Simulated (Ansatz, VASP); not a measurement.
# Two plane-wave programs on CdGa2O3

```
CELL_PARAMETERS angstrom
3.16082 0.00000 0.00000
0.00000 3.16082 0.00000
0.00000 0.00000 8.44315
ATOMIC_POSITIONS crystal
Cd 0.00000 0.00000 0.00000
Ga 0.00000 0.50000 0.63519
Ga 0.50000 0.00000 0.36481
O 0.50000 0.50000 0.00000
O 0.00000 0.50000 0.39078
O 0.50000 0.00000 0.60922
```

Change from the starting cell: species swapped into the Hf2CuSb3 type (P-4m2, No. 115).

Alike in both runs: functional PBE; k mesh 12 × 12 × 6; occupations gaussian, width 0.1 eV; no spin polarisation.

Ansatz relaxed the structure, and its values are those at the end. VASP's run is a single point on that final structure, the one shown.

```csv
,VASP,Ansatz
version,VASP 6.6.1,Ansatz 0.2.0
potentials or method,"VASP PAW PBE potentials, release 64 (Cd, Ga_d, O), cutoff 520 eV","scalar-relativistic, plane waves, PAW"
valence electrons in the cell,56,64
```

```csv
,VASP,Ansatz,Ansatz less VASP
gap on the k mesh at the Fermi level (eV),none,none,-
pressure (GPa),0.8,0.0,-0.79
rms of the force components (eV/Å),0.024,0.000,-0.0236
```

A gap of «none» marks a metal or a gap that the smearing closes. VASP's potentials hold 56 valence electrons a cell and Ansatz's 64, so a difference there can come from the potentials and not from the codes.
